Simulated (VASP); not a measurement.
# BeS (F-43m) in VASP: further runs

Runs on BeS. Level: PBE. Tasks: G0W0 quasiparticle levels.

Everything below comes from runs of VASP 6.6.1. Logs are shortened: lines on timing, memory, paths and dates and some standing lists are left out, and cuts for length are marked.

## Step 1: The cell of the first run

Symmetry: F-43m, No. 216, cubic system. Conventional cell: a = 4.869 Å, b = 4.869 Å, c = 4.869 Å, α = 90.00°, β = 90.00°, γ = 90.00°. Within 2.8 Å of Be (site symmetry -43m) lie 4 S at 2.11 Å. Within 2.8 Å of S (site symmetry -43m) lie 4 Be at 2.11 Å.

## Step 2: G0W0 quasiparticle levels, PBE

The input, POSCAR:

```
BeS
1.0
    0.0000000000      2.4343062282      2.4343062282
    2.4343062282      0.0000000000      2.4343062282
    2.4343062282      2.4343062282      0.0000000000
Be S
1 1
Direct
    0.0000000000      0.0000000000      0.0000000000
    0.2500000000      0.2500000000      0.2500000000
```

The input, INCAR.step1:

```
PREC = Accurate
ENCUT = 500
EDIFF = 1E-8
ISMEAR = 0
SIGMA = 0.01
LREAL = False
LASPH = True
NELM = 80
ALGO = Normal
LWAVE = True
LCHARG = False
GGA = PE
```

The input, INCAR.step2:

```
PREC = Accurate
ENCUT = 500
EDIFF = 1E-8
ISMEAR = 0
SIGMA = 0.01
LREAL = False
LASPH = True
NELM = 1
ALGO = Exact
LWAVE = True
LCHARG = False
GGA = PE
NBANDS = 112
LOPTICS = True
ISTART = 1
```

The input, INCAR.step3:

```
PREC = Accurate
ENCUT = 500
EDIFF = 1E-8
ISMEAR = 0
SIGMA = 0.01
LREAL = False
LASPH = True
ALGO = EVGW0
LWAVE = False
LCHARG = False
GGA = PE
NELMGW = 1
NBANDS = 112
ENCUTGW = 140.0
NOMEGA = 96
PRECFOCK = Fast
ISTART = 1
NBANDSGW = 12
OMEGAMAX = 20
```

The input, KPOINTS:

```
Automatic mesh
0
Gamma
  4 4 4
```

Potentials or basis: VASP PAW PBE potentials, release 64 (Be_GW, S_GW).

Started as:

```sh
$ cat potpaw_PBE.64/Be_GW/POTCAR potpaw_PBE.64/S_GW/POTCAR > POTCAR
$ cp INCAR.step1 INCAR
$ mpirun -np 1 vasp_std > vasp.out
$ cp INCAR.step2 INCAR
$ mpirun -np 1 vasp_std > vasp.out
$ cp INCAR.step3 INCAR
$ mpirun -np 1 vasp_std > vasp.out
```

OUTCAR:

```text
PREC = Accurate
   ENCUT = 500
   EDIFF = 1E-8
   ISMEAR = 0
   LREAL = False
   LASPH = True
   GGA = PE
   NELMGW = 1
   ENCUTGW = 140.0
   PRECFOCK = Fast
   ISTART = 1

 ion  position               nearest neighbor table
   1  0.000  0.000  0.000-   2 2.11   2 2.11   2 2.11   2 2.11
   2  0.250  0.250  0.250-   1 2.11   1 2.11   1 2.11   1 2.11

  LATTYP: Found a face centered cubic cell.
 ALAT       =     4.8686124564

  Lattice vectors:

 A1 = (   0.0000000000,   2.4343062282,   2.4343062282)
 A2 = (   2.4343062282,   0.0000000000,   2.4343062282)
 A3 = (   2.4343062282,   2.4343062282,   0.0000000000)

Analysis of symmetry for initial positions (statically):
=====================================================================
 Subroutine PRICEL returns:
 Original cell was already a primitive cell.

 Routine SETGRP: Setting up the symmetry group for a
 face centered cubic supercell.

 Subroutine GETGRP returns: Found 24 space group operations
 (whereof 24 operations were pure point group operations)
 out of a pool of 48 trial point group operations.

The static configuration has the point symmetry T_d .

Analysis of symmetry for dynamics (positions and initial velocities):
=====================================================================
 Subroutine PRICEL returns:
 Original cell was already a primitive cell.

 Routine SETGRP: Setting up the symmetry group for a
 face centered cubic supercell.

 Subroutine GETGRP returns: Found 24 space group operations
 (whereof 24 operations were pure point group operations)
 out of a pool of 48 trial point group operations.

The dynamic configuration has the point symmetry T_d .

 Subroutine INISYM returns: Found 24 space group operations
 (whereof 24 operations are pure point group operations),
 and found     1 'primitive' translations

----------------------------------------------------------------------------------------

                                     Primitive cell

  volume of cell :      28.8507

  direct lattice vectors                    reciprocal lattice vectors
     0.000000000  2.434306228  2.434306228    -0.205397330  0.205397330  0.205397330
     2.434306228  0.000000000  2.434306228     0.205397330 -0.205397330  0.205397330
     2.434306228  2.434306228  0.000000000     0.205397330  0.205397330 -0.205397330

  length of vectors
     3.442628883  3.442628883  3.442628883     0.355758612  0.355758612  0.355758612

  position of ions in fractional coordinates (direct lattice)
     0.000000000  0.000000000  0.000000000
     0.250000000  0.250000000  0.250000000

  ion indices of the primitive-cell ions
   primitive index   ion index
                 1           1
                 2           2

----------------------------------------------------------------------------------------

 KPOINTS: Automatic mesh

Automatic generation of k-mesh.
 Grid dimensions read from file:
 generate k-points for:    4    4    4

 Generating k-lattice:

  Cartesian coordinates                     Fractional coordinates (reciprocal lattice)
    -0.051349333  0.051349333  0.051349333     0.250000000  0.000000000  0.000000000
     0.051349333 -0.051349333  0.051349333     0.000000000  0.250000000  0.000000000
     0.051349333  0.051349333 -0.051349333     0.000000000  0.000000000  0.250000000

  Length of vectors
     0.088939653  0.088939653  0.088939653

  Shift w.r.t. Gamma in fractional coordinates (k-lattice)
     0.000000000  0.000000000  0.000000000

 Subroutine IBZKPT returns following result:
 ===========================================

 Found      8 irreducible k-points:

 Following reciprocal coordinates:
            Coordinates               Weight
  0.000000  0.000000  0.000000      1.000000
  0.250000  0.000000  0.000000      8.000000
  0.500000  0.000000  0.000000      4.000000
  0.250000  0.250000  0.000000      6.000000
  0.500000  0.250000  0.000000     24.000000
 -0.250000  0.250000  0.000000     12.000000
  0.500000  0.500000  0.000000      3.000000
 -0.250000  0.500000  0.250000      6.000000
   k-points           NKPTS =      8   k-points in BZ     NKDIM =     64   number of bands    NBANDS=    112
   number of dos      NEDOS =    301   number of ions     NIONS =      2
   total plane-waves  NPLWV =  21952
   dimension x,y,z NGX =    28 NGY =   28 NGZ =   28
   dimension x,y,z NGXF=    56 NGYF=   56 NGZF=   56
   ions per type =               1   1
   NGX,Y,Z   is equivalent  to a cutoff of  13.52, 13.52, 13.52 a.u.
   NGXF,Y,Z  is equivalent  to a cutoff of  27.04, 27.04, 27.04 a.u.
 SYSTEM =  unknown system
   PREC   = accura    normal or accurate (medium, high low for compatibility)
   ISTART =      1    job   : 0-new  1-cont  2-samecut
   ICHARG =      0    charge: 1-file 2-atom 10-const
   ISPIN  =      1    spin polarized calculation?
   LNONCOLLINEAR =      F non collinear calculations
   LSORBIT =      F    spin-orbit coupling
   LASPH  =      T    aspherical Exc in radial PAW
   ENCUT  =  500.0 eV  36.75 Ry    6.06 a.u.   6.28  6.28  6.28*2*pi/ulx,y,z
   NELM   =     60;   NELMIN=  2; NELMDL=  0     # of ELM steps
   EDIFF  = 0.1E-07   stopping-criterion for ELM
   LREAL  =      F    real-space projection
   EDIFFG = 0.1E-06   stopping-criterion for IOM
   NSW    =      0    number of steps for IOM
   IBRION =     -1    ionic relax: 0-MD 1-quasi-New 2-CG
   NFREE  =      0    steps in history (QN), initial steepest desc. (CG)
   ISIF   =      0    stress and relaxation
   ISYM   =      3    0-nonsym 1-usesym 2-fastsym
   POTIM  = 0.5000    time-step for ionic-motion
   TEBEG  =    0.0;   TEEND  =   0.0 temperature during run
   PSTRESS=    0.0 pullay stress
   NELECT =       8.0000    total number of electrons
   NUPDOWN=      -1.0000    fix difference up-down
   EMIN   =  10.00;   EMAX   =-10.00  energy-range for DOS
   EFERMI =   0.00;   METHOD = LEGACY
   ISMEAR =     0;   SIGMA  =   0.01  broadening in eV -4-tet -1-fermi 0-gaus
   EFERMI_NEDOS =   21; number of points for ismear=-14 and -15
   IALGO  =     38    algorithm
   IMIX   =      4    mixing-type and parameters
     AMIX     =   0.40;   BMIX     =  1.00
     AMIX_MAG =   1.60;   BMIX_MAG =  1.00
  volume/ion in A,a.u.               =      14.43        97.35
  Fermi-wavevector in a.u.,A,eV,Ry     =   1.067545  2.017368 15.505918  1.139653
  Thomas-Fermi vector in A             =   2.203165
   LORBIT       =      0    0 simple, 1 ext, 2 COOP (PROOUT), +10 PAW based schemes
   GGA     = PE    functional components
   LHFCALC =     T    Hartree Fock is set to
   PRECFOCK=fast      Normal, Fast or Accurate (Low or Medium for compatibility)
   ENCUT4O =  -1.0   cutoff for four orbital integrals eV
   NKREDX  =     1    reduce k-point grid by
   NKREDY  =     1    reduce k-point grid by
   NKREDZ  =     1    reduce k-point grid by
   AEXX    =    1.0000 exact exchange contribution
   HFSCREEN=    0.0000 screening length (either q_TF or 0.3 A-1)
   HFSCREENC=   0.0000 screening length for correlation (either q_TF or 0.3 A-1)
   ENCUTFOCK=  -1.0 apply spherical cutoff to Coloumb kernel
   IVDW    =     0    specifies the selected vdW correction
   LEPSILON=     F    determine dielectric tensor
   LRPA    =     F    only Hartree local field effects (RPA)
   LRPAFORCE           =     F    calculate RPA forces
   ENCUTGW             = 140.0    cutoff for response function in eV
   ENCUTGWSOFT         = 112.0    soft cutoff for Coulomb kernel in GW response function in eV
   ENCUTLF             =  -1.0    cutoff for local field effects
   NELMGW              =     1    number of iterations in solving QP/BSE equation
   NELMHF              =     1    number of iterations in the inner HF iteration
   NKREDLFX            =     1    NKREDLFY  =   1   NKREDLFZ  =   1
 non-spin polarized calculation
 Gauss-broadening in eV      SIGMA  =   0.01
  energy-cutoff  :      500.00
  volume of cell :       28.85
 maximum number of plane-waves:       754
 NGX is ok and might be reduce to    28
  NGX = 14; NGY = 14; NGZ = 14
   NGX = 13   NGY = 13   NGZ = 13
 maximum number of plane-waves:       116
 NGX is ok and might be reduce to    14

 QP shifts <psi_nk| G(iteration)W_0 |psi_nk>: iteration 1
 for sc-GW calculations column KS-energies equals QP-energies in previous step
 and V_xc(KS)=  KS-energies - (<T + V_ion + V_H > + <T+V_H+V_ion>^1  + <V_x>^1)

 k-point   1 :       0.0000    0.0000    0.0000
  band No.  KS-energies  QP-energies   sigma(KS)   V_xc(KS)     V^pw_x(r,r')   Z            occupation Imag(sigma)

      1      -9.9238     -10.9590     -14.0888     -12.7969     -21.3167       0.8013       2.0000       1.5524
      2       3.6985       2.7493     -14.9111     -13.7029     -16.6002       0.7857       2.0000       0.0280
      3       3.6985       2.7493     -14.9111     -13.7029     -16.6002       0.7857       2.0000       0.0280
      4       3.6985       2.7493     -14.9111     -13.7029     -16.6002       0.7857       2.0000       0.0280
      5       9.3382      10.0591      -9.6137     -10.5184      -5.2071       0.7967       0.0000      -0.0541
      6       9.3382      10.0591      -9.6137     -10.5184      -5.2071       0.7967       0.0000      -0.0541
      7       9.3382      10.0591      -9.6137     -10.5184      -5.2071       0.7967       0.0000      -0.0541
      8       9.4800       9.9454      -9.8327     -10.4162      -5.2385       0.7975       0.0000      -0.0590
      9      16.3137      17.1054     -10.4004     -11.4347      -4.9428       0.7655       0.0000      -0.1474
     10      16.3137      17.1054     -10.4004     -11.4347      -4.9428       0.7655       0.0000      -0.1474
     11      18.4840      18.4638      -8.5516      -8.5247      -2.3184       0.7511       0.0000      -0.3883
     12      20.1712      20.3004      -8.5092      -8.6744      -2.2504       0.7823       0.0000      -0.4963

 k-point   2 :       0.2500    0.0000    0.0000
  band No.  KS-energies  QP-energies   sigma(KS)   V_xc(KS)     V^pw_x(r,r')   Z            occupation Imag(sigma)
[... 97 lines left out ...]
      1      -7.7559      -8.4668     -14.9041     -13.9285     -21.5811       0.7286       2.0000       0.9708
      2      -0.5221      -1.7819     -13.6754     -11.9915     -16.6418       0.7482       2.0000       0.0635
      3      -0.1174      -1.3046     -13.3647     -11.8017     -15.9977       0.7596       2.0000       0.0533
      4       0.3978      -0.7210     -13.1923     -11.7282     -15.5647       0.7642       2.0000       0.0433
      5      10.1403      10.5762      -9.9649     -10.5107      -5.6277       0.7987       0.0000      -0.0595
      6      11.7545      12.3426      -9.3534     -10.0920      -4.6353       0.7962       0.0000      -0.0675
      7      12.0695      12.7122      -9.3924     -10.2212      -4.1861       0.7754       0.0000      -0.0838
      8      12.4441      13.2133     -10.7968     -11.8058      -5.6127       0.7623       0.0000      -0.0844
      9      17.8162      18.6826     -10.7572     -11.9142      -4.5042       0.7489       0.0000      -0.2857
     10      17.9928      18.5620     -10.7172     -11.4961      -4.1889       0.7308       0.0000      -0.3545
     11      20.4504      21.2819     -10.7090     -11.8088      -4.0217       0.7560       0.0000      -0.5097
     12      22.0868      22.4835     -10.0508     -10.5489      -3.4749       0.7964       0.0000      -0.7988
```

It took 47 s on 1 thread of AMD EPYC 9R45 (Zen 5), shared host; peak memory 0.24 GiB.

What came out:

```
Quasiparticle gap                                   : 4.39 eV
Least direct quasiparticle gap                      : 7.18 eV
Band gap of the starting levels on the mesh         : 3.12 eV
Least direct gap of the starting levels on the mesh : 5.64 eV
```

Caveat: the k points lie up to 0.56 Å⁻¹ apart; bands, screening cutoff and mesh are small and nothing is extrapolated, so the quasiparticle values aren't converged.

[end of part 1 of 2]
